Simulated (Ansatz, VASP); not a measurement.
**Li2S in VASP and in Ansatz**

```xyz
3
Lattice="0.0000 2.8453 2.8453 2.8453 0.0000 2.8453 2.8453 2.8453 0.0000" Properties=species:S:1:pos:R:3 pbc="T T T"
Li    1.4226    1.4226    1.4226
Li    4.2679    4.2679    4.2679
S     0.0000    0.0000    0.0000
```

Alike in both runs: task single point; functional PBE; k mesh 6 × 6 × 6; occupations methfessel-paxton of order 1, width 0.5 eV; no spin polarisation.

|  | VASP | Ansatz |
| --- | --- | --- |
| version | VASP 6.6.1 | Ansatz 0.2.0 |
| potentials or method | VASP PAW PBE potentials, release 64 (Li_sv, S) | plane waves |
| plane-wave cutoff (eV) | 750 | 420 |
| valence electrons in the cell | 12 | 12 |

```tsv
	VASP	Ansatz	Ansatz less VASP
pressure (GPa)	0.1	0.3	+0.23
```
